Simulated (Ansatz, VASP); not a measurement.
# One calculation of Zn2GeO3, two programs

```
Zn Ge O
1.0
     2.80483    1.61937    2.53900
    -2.80483    1.61937    2.53900
     0.00000   -3.23873    2.53900
Zn Ge O
2 1 3
Direct
  0.64957 0.64957 0.64957
  0.35043 0.35043 0.35043
  0.00000 0.00000 0.00000
  0.50000 0.00000 0.00000
  0.00000 0.50000 0.00000
  0.00000 0.00000 0.50000
```

Change from the starting cell: species swapped into the Er2AlFe3 type (R-3m, No. 166).

Alike in both runs: functional PBE; k mesh 6 × 6 × 6; occupations gaussian, width 0.1 eV; no spin polarisation.

Ansatz relaxed the structure, and its values are those at the end. VASP's run is a single point on that final structure, the one shown.

```csv
,VASP,Ansatz
version,VASP 6.6.1,Ansatz 0.2.0
potentials or method,"VASP PAW PBE potentials, release 64 (Zn, Ge_d, O), cutoff 520 eV","scalar-relativistic, plane waves, PAW"
valence electrons in the cell,56,56
```

|  | VASP | Ansatz | Ansatz less VASP |
| --- | --- | --- | --- |
| gap on the k mesh at the Fermi level (eV) | none | none | - |
| pressure (GPa) | 0.7 | 0.2 | -0.58 |
| rms of the force components (eV/Å) | 0.009 | 0.002 | -0.0064 |

A gap of «none» marks a metal or a gap that the smearing closes. With one functional, cell and mesh, what is left measures potentials, basis and numerics.
